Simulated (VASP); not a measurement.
# Yb (Fm-3m) in VASP: notebook

Yb is run at these levels: PBE+U; tasks: single point.

Everything below comes from runs of VASP 6.6.1. Logs are shortened: lines on timing, memory, paths and dates and some standing lists are left out, and cuts for length are marked.

## Step 1: The cell of the first run

Symmetry: Fm-3m, No. 225, cubic system. The conventional cell has a = 5.486 Å, b = 5.486 Å, c = 5.486 Å, α = 90.00°, β = 90.00°, γ = 90.00°. Yb (site symmetry m-3m) has 12 Yb at 3.88 Å within 5.1 Å.

## Step 2: Single point, PBE+U, collinear spin, ferromagnetic start

File INCAR:

```
PREC     = Accurate       # precision mode
ENCUT    = 520            # plane-wave cutoff, eV
EDIFF    = 1E-7           # SCF threshold, eV
ISMEAR   = -1             # smearing method
SIGMA    = 0.1            # smearing width, eV
LREAL    = F              # projectors in reciprocal space
LASPH    = T              # aspherical terms in the spheres
NELM     = 150            # most SCF steps
ALGO     = Normal         # electronic algorithm
ISIF     = 2              # what is computed and relaxed
LWAVE    = F              # write WAVECAR
LCHARG   = F              # write CHGCAR
ISPIN    = 2              # spin polarisation
MAGMOM   = 1              # initial moments
LORBIT   = 11             # projections on sites
LMAXMIX  = 6              # l up to which the mixer works
LDAU     = T              # DFT+U
LDAUTYPE = 2            
LDAUL    = 3              # shell
LDAUU    = 5.2            # U, eV
LDAUJ    = 0            
LDAUPRINT= 1            
GGA      = PE             # functional
NBANDS   = 22             # bands
```

File KPOINTS:

```
Automatic mesh
0
Gamma
  10 10 10
```

File POSCAR:

```
Yb
1.0
    0.0000000000      2.7431000000      2.7431000000
    2.7431000000      0.0000000000      2.7431000000
    2.7431000000      2.7431000000      0.0000000000
Yb
1
Direct
    0.0000000000      0.0000000000      0.0000000000
```

Potentials or basis: VASP PAW PBE potentials, release 64 (Yb).

Started as:

```bash
$ cat potpaw_PBE.64/Yb/POTCAR > POTCAR
$ mpirun -np 1 vasp_std > vasp.out
```

OUTCAR:

```text
PREC = Accurate
   ENCUT = 520
   EDIFF = 1E-7
   ISMEAR = -1
   LREAL = F
   LASPH = T
   NELM = 150
   ISIF = 2
   ISPIN = 2
   LORBIT = 11
   GGA = PE

 ion  position               nearest neighbor table
   1  0.000  0.000  0.000-

  LATTYP: Found a face centered cubic cell.
 ALAT       =     5.4862000000

  Lattice vectors:

 A1 = (   0.0000000000,   2.7431000000,   2.7431000000)
 A2 = (   2.7431000000,   0.0000000000,   2.7431000000)
 A3 = (   2.7431000000,   2.7431000000,   0.0000000000)

Analysis of symmetry for initial positions (statically):
=====================================================================
 Subroutine PRICEL returns:
 Original cell was already a primitive cell.

 Routine SETGRP: Setting up the symmetry group for a
 face centered cubic supercell.

 Subroutine GETGRP returns: Found 48 space group operations
 (whereof 48 operations were pure point group operations)
 out of a pool of 48 trial point group operations.

The static configuration has the point symmetry O_h .

Analysis of symmetry for dynamics (positions and initial velocities):
=====================================================================
 Subroutine PRICEL returns:
 Original cell was already a primitive cell.

 Routine SETGRP: Setting up the symmetry group for a
 face centered cubic supercell.

 Subroutine GETGRP returns: Found 48 space group operations
 (whereof 48 operations were pure point group operations)
 out of a pool of 48 trial point group operations.

The dynamic configuration has the point symmetry O_h .

Analysis of structural, dynamic, and magnetic symmetry:
=====================================================================
 Subroutine PRICEL returns:
 Original cell was already a primitive cell.

 Routine SETGRP: Setting up the symmetry group for a
 face centered cubic supercell.

 Subroutine GETGRP returns: Found 48 space group operations
 (whereof 48 operations were pure point group operations)
 out of a pool of 48 trial point group operations.

The overall configuration has the point symmetry O_h .

 Subroutine INISYM returns: Found 48 space group operations
 (whereof 48 operations are pure point group operations),
 and found     1 'primitive' translations

----------------------------------------------------------------------------------------

                                     Primitive cell

  volume of cell :      41.2814

  direct lattice vectors                    reciprocal lattice vectors
     0.000000000  2.743100000  2.743100000    -0.182275528  0.182275528  0.182275528
     2.743100000  0.000000000  2.743100000     0.182275528 -0.182275528  0.182275528
     2.743100000  2.743100000  0.000000000     0.182275528  0.182275528 -0.182275528

  length of vectors
     3.879329223  3.879329223  3.879329223     0.315710475  0.315710475  0.315710475

  position of ions in fractional coordinates (direct lattice)
[... 100 lines left out ...]
  Thomas-Fermi vector in A             =   2.492493
   LORBIT       =     11    0 simple, 1 ext, 2 COOP (PROOUT), +10 PAW based schemes
 LDA+U is selected, type is set to LDAUTYPE =  2
   angular momentum for each species LDAUL =     3
   U (eV)           for each species LDAUU =   5.2
   J (eV)           for each species LDAUJ =   0.0
   GGA     = PE    functional components
   LHFCALC =     F    Hartree Fock is set to
   AEXX    =    0.0000 exact exchange contribution
   IVDW    =     0    specifies the selected vdW correction
   LEPSILON=     F    determine dielectric tensor
   LRPA    =     F    only Hartree local field effects (RPA)
 spin polarized calculation
  energy-cutoff  :      520.00
  volume of cell :       41.28
 maximum number of plane-waves:      1139
 NGX is ok and might be reduce to    30
   NGX = 15   NGY = 15   NGZ = 15

 number of electron      23.9999992 magnetization      -0.0002171

atom =   1  type =  1  l = 3

 onsite density matrix

spin component  1

  0.9873 -0.0000 -0.0008 -0.0000 -0.0000  0.0000 -0.0000
 -0.0000  0.9835  0.0000  0.0000  0.0000 -0.0000  0.0000
 -0.0008  0.0000  0.9877 -0.0000  0.0000 -0.0000  0.0000
 -0.0000  0.0000 -0.0000  0.9866 -0.0000  0.0000  0.0000
 -0.0000  0.0000  0.0000 -0.0000  0.9877  0.0000  0.0008
  0.0000 -0.0000 -0.0000  0.0000  0.0000  0.9883  0.0000
 -0.0000  0.0000  0.0000  0.0000  0.0008  0.0000  0.9873

spin component  2

  0.9872 -0.0000 -0.0008 -0.0000 -0.0000  0.0000 -0.0000
 -0.0000  0.9835  0.0000  0.0000  0.0000  0.0000  0.0000
 -0.0008  0.0000  0.9877 -0.0000  0.0000 -0.0000  0.0000
 -0.0000  0.0000 -0.0000  0.9866 -0.0000  0.0000  0.0000
 -0.0000  0.0000  0.0000 -0.0000  0.9877  0.0000  0.0008
  0.0000  0.0000 -0.0000  0.0000  0.0000  0.9883  0.0000
 -0.0000  0.0000  0.0000  0.0000  0.0008  0.0000  0.9872

 occupancies and eigenvectors

  o =  0.9835  v =  0.0000  0.0000  0.0000  0.0000  0.0000  0.0000  0.0000  0.0000  1.0000 -0.0000 -0.0000 -0.0000  0.0000 -0.0000      0.0000  0.0000  0.0000  0.0000  0.0000  0.0000  0.0000  0.0000  0.0000  0.0000  0.0000  0.0000  0.0000  0.0000
  o =  0.9835  v =  0.0000 -1.0000  0.0000  0.0000  0.0000  0.0000  0.0000  0.0000  0.0000  0.0000  0.0000  0.0000  0.0000  0.0000      0.0000  0.0000  0.0000  0.0000  0.0000  0.0000  0.0000  0.0000  0.0000  0.0000  0.0000  0.0000  0.0000  0.0000
  o =  0.9866  v =  0.0000  0.0000  0.0000  0.0000  0.0000  0.0000  0.0000  0.0000 -0.0000  0.0000 -1.0000 -0.0003  0.0000  0.0004      0.0000  0.0000  0.0000  0.0000  0.0000  0.0000  0.0000  0.0000  0.0000  0.0000  0.0000  0.0000  0.0000  0.0000
  o =  0.9866  v =  0.0000  0.0000  0.0000  0.0000  0.0000  0.0000  0.0000 -0.7906 -0.0000 -0.6124 -0.0000 -0.0000  0.0000 -0.0000      0.0000  0.0000  0.0000  0.0000  0.0000  0.0000  0.0000  0.0000  0.0000  0.0000  0.0000  0.0000  0.0000  0.0000
  o =  0.9866  v =  0.0000  0.0000  0.0000  0.0000  0.0000  0.0000  0.0000  0.0000 -0.0000 -0.0000  0.0004 -0.6124 -0.0000  0.7906      0.0000  0.0000  0.0000  0.0000  0.0000  0.0000  0.0000  0.0000  0.0000  0.0000  0.0000  0.0000  0.0000  0.0000
  o =  0.9866  v = -0.7906 -0.0000 -0.6124  0.0003  0.0024 -0.0000 -0.0031  0.0000  0.0000  0.0000  0.0000  0.0000  0.0000  0.0000      0.0000  0.0000  0.0000  0.0000  0.0000  0.0000  0.0000  0.0000  0.0000  0.0000  0.0000  0.0000  0.0000  0.0000
  o =  0.9866  v = -0.0031  0.0000 -0.0024 -0.0001 -0.6124 -0.0000  0.7906  0.0000  0.0000  0.0000  0.0000  0.0000  0.0000  0.0000      0.0000  0.0000  0.0000  0.0000  0.0000  0.0000  0.0000  0.0000  0.0000  0.0000  0.0000  0.0000  0.0000  0.0000
  o =  0.9866  v =  0.0002  0.0000  0.0002  1.0000 -0.0001 -0.0000  0.0001  0.0000  0.0000  0.0000  0.0000  0.0000  0.0000  0.0000      0.0000  0.0000  0.0000  0.0000  0.0000  0.0000  0.0000  0.0000  0.0000  0.0000  0.0000  0.0000  0.0000  0.0000
  o =  0.9883  v =  0.0000  0.0000  0.0000  0.0000  0.0000  0.0000  0.0000  0.0000 -0.0000  0.0000  0.0000  0.0015  1.0000  0.0012      0.0000  0.0000  0.0000  0.0000  0.0000  0.0000  0.0000  0.0000  0.0000  0.0000  0.0000  0.0000  0.0000  0.0000
  o =  0.9883  v =  0.0000  0.0000  0.0000  0.0000  0.0000  0.0000  0.0000  0.6124 -0.0000 -0.7906 -0.0000 -0.0000  0.0000 -0.0000      0.0000  0.0000  0.0000  0.0000  0.0000  0.0000  0.0000  0.0000  0.0000  0.0000  0.0000  0.0000  0.0000  0.0000
  o =  0.9883  v =  0.0000  0.0000  0.0000  0.0000  0.0000  0.0000  0.0000  0.0000  0.0000 -0.0000  0.0000  0.7906 -0.0019  0.6124      0.0000  0.0000  0.0000  0.0000  0.0000  0.0000  0.0000  0.0000  0.0000  0.0000  0.0000  0.0000  0.0000  0.0000
  o =  0.9883  v = -0.6124  0.0000  0.7906 -0.0000 -0.0000  0.0000 -0.0000  0.0000  0.0000  0.0000  0.0000  0.0000  0.0000  0.0000      0.0000  0.0000  0.0000  0.0000  0.0000  0.0000  0.0000  0.0000  0.0000  0.0000  0.0000  0.0000  0.0000  0.0000
  o =  0.9883  v = -0.0000  0.0000  0.0000 -0.0000  0.7906  0.0012  0.6124  0.0000  0.0000  0.0000  0.0000  0.0000  0.0000  0.0000      0.0000  0.0000  0.0000  0.0000  0.0000  0.0000  0.0000  0.0000  0.0000  0.0000  0.0000  0.0000  0.0000  0.0000
  o =  0.9883  v =  0.0000  0.0000 -0.0000  0.0000 -0.0010  1.0000 -0.0008  0.0000  0.0000  0.0000  0.0000  0.0000  0.0000  0.0000      0.0000  0.0000  0.0000  0.0000  0.0000  0.0000  0.0000  0.0000  0.0000  0.0000  0.0000  0.0000  0.0000  0.0000

 number of electron      23.9999992 magnetization       0.0001344

 Free energy of the ion-electron system (eV)
  ---------------------------------------------------
  ext. energy  EPLUGINS =         0.00000000
  ---------------------------------------------------
  free energy    TOTEN  =        -2.89369078 eV

  energy without entropy =       -2.86146707  energy(sigma->0) =       -2.87757892

 E-fermi :   1.1578     XC(G=0):  -8.7824

 val. band max:        1.1134341582   @ k =  -0.3000   0.5000   0.2000
 cond. band min:       1.1597285215   @ k =  -0.3000   0.4000   0.1000
 fundamental gap:      0.0462943633
 Fermi energy:         1.1578170415

 spin component 1

 k-point     1 :       0.0000    0.0000    0.0000
  band No.  band energies     occupation
      1     -49.7709      1.00000
      2     -22.2110      1.00000
      3     -22.2110      1.00000
      4     -22.2110      1.00000
      5      -3.6420      1.00000
      6      -0.2587      1.00000
[... 1193 lines left out ...]
     21      13.0054      0.00000
     22      15.1775      0.00000

 [... further k-points ...]

------------------------ aborting loop because EDIFF is reached ----------------------------------------

  FORCE on cell =-STRESS in cart. coord.  units (eV):
  Direction    XX          YY          ZZ          XY          YZ          ZX
  --------------------------------------------------------------------------------------
  -------------------------------------------------------------------------------------
  Total       -0.0145301     -0.0145301     -0.0145301     -0.0000000     -0.0000000     -0.0000000
  in kB       -0.5639273     -0.5639273     -0.5639273     -0.0000000     -0.0000000     -0.0000000
  external PRESSURE =      -0.5639273 kB  Pullay stress =       0.0000000 kB

 VOLUME and BASIS-vectors are now :
 -----------------------------------------------------------------------------
  energy-cutoff  :      520.00
  volume of cell :       41.28
      direct lattice vectors                 reciprocal lattice vectors
     0.000000000  2.743100000  2.743100000    -0.182275528  0.182275528  0.182275528
     2.743100000  0.000000000  2.743100000     0.182275528 -0.182275528  0.182275528
     2.743100000  2.743100000  0.000000000     0.182275528  0.182275528 -0.182275528

 POSITION                                       TOTAL-FORCE (eV/Angst)
 -----------------------------------------------------------------------------------
      0.00000      0.00000      0.00000         0.000000      0.000000      0.000000
 -----------------------------------------------------------------------------------
    total drift:                               -0.000000     -0.000000      0.000000

  FREE ENERGIE OF THE ION-ELECTRON SYSTEM (eV)
  ---------------------------------------------------
  free  energy   TOTEN  =        -2.8936907773 eV

  energy  without entropy=       -2.8614670661  energy(sigma->0) =       -2.87757892

 total charge

# of ion       s       p       d       f       tot
--------------------------------------------------
    1        2.204   6.006   0.171  13.810  22.191

 magnetization (x)

# of ion       s       p       d       f       tot
--------------------------------------------------
    1        0.000  -0.000  -0.000   0.000   0.000
```

Wall time 4.3 min (1 thread of Intel Xeon 8259CL, shared host); peak memory 0.24 GiB.

Results:

```
Free energy                                           : -2.8937 eV
Pressure                                              : -0.1 GPa
Band gap on the k mesh                                : zero (filled and empty bands overlap)
Net moment                                            : 0.00 μB per cell
Valence electrons inside the program's atomic spheres : Yb 22.19
```

Levels at points of the mesh, in eV from the Fermi level:
Spin up:
```
           k point  band 10  band 11  band 12  band 13  band 14  band 15
(0.00, 0.00, 0.00)    -1.30    -1.30    -1.30     2.97     2.97     2.97
(0.50, 0.00, 0.00)    -1.31    -1.31    -1.30     0.13     2.76     2.76
(0.50, 0.50, 0.00)    -1.32    -1.31    -0.91     0.44     1.36     6.28
```
Spin down:
```
           k point  band 8  band 9  band 10  band 11  band 12  band 13  band 14  band 15  band 16  band 17
(0.00, 0.00, 0.00)   -1.37   -1.37    -1.30    -1.30    -1.30     2.97     2.97     2.97     4.88     4.88
(0.50, 0.00, 0.00)   -1.38   -1.34    -1.31    -1.31    -1.30     0.13     2.76     2.76     6.27     6.27
(0.50, 0.50, 0.00)   -1.36   -1.32    -1.32    -1.31    -0.91     0.44     1.36     6.28     6.52     6.52
```

Eigenvalues of the final occupation matrices:
```tsv
site	spin	trace	eigenvalues
site 1 f	1	6.91	0.98 0.99 0.99 0.99 0.99 0.99 0.99
site 1 f	2	6.91	0.98 0.99 0.99 0.99 0.99 0.99 0.99
```

Caveat: spin-orbit coupling is left out, which moves the levels of the heavy elements.

[end of part 1 of 2]

The gap in the log of VASP goes by the Fermi energy; the results here count the filled bands.